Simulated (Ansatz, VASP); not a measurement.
# SbAsN2: VASP beside Ansatz

```xyz
4
Lattice="4.4042 0.0000 0.0000 -2.2021 3.8141 0.0000 0.0000 0.0000 4.8687" Properties=species:S:1:pos:R:3 pbc="T T T"
Sb    0.0000    0.0000    0.0000
As    0.0000    0.0000    2.4344
N     0.0000    2.5427    2.4344
N     2.2021    1.2714    2.4344
```

Alike in both runs: task single point; functional PBE; k mesh 6 × 6 × 4; occupations gaussian, width 0.1 eV; no spin polarisation.

|  | VASP | Ansatz |
| --- | --- | --- |
| version | VASP 6.6.1 | Ansatz 0.2.0 |
| potentials or method | VASP PAW PBE potentials, release 64 (Sb, As, N), cutoff 520 eV | scalar-relativistic, plane waves, PAW |
| valence electrons in the cell | 20 | 40 |

VASP gave:

```
gap on the k mesh at the Fermi level (eV)                     : none
pressure (GPa)                                                : -4.0
traceless stress, the component that is largest in VASP (GPa) : 24.73
```

Problem. Which values does Ansatz return?

Solution. gap on the k mesh at the Fermi level (eV): none; pressure (GPa): -4.1; traceless stress, the component that is largest in VASP (GPa): 24.46.

A gap of «none» marks a metal or a gap that the smearing closes. VASP's potentials hold 20 valence electrons a cell and Ansatz's 40, so a difference there can come from the potentials and not from the codes.

Neither program's run includes spin-orbit coupling.
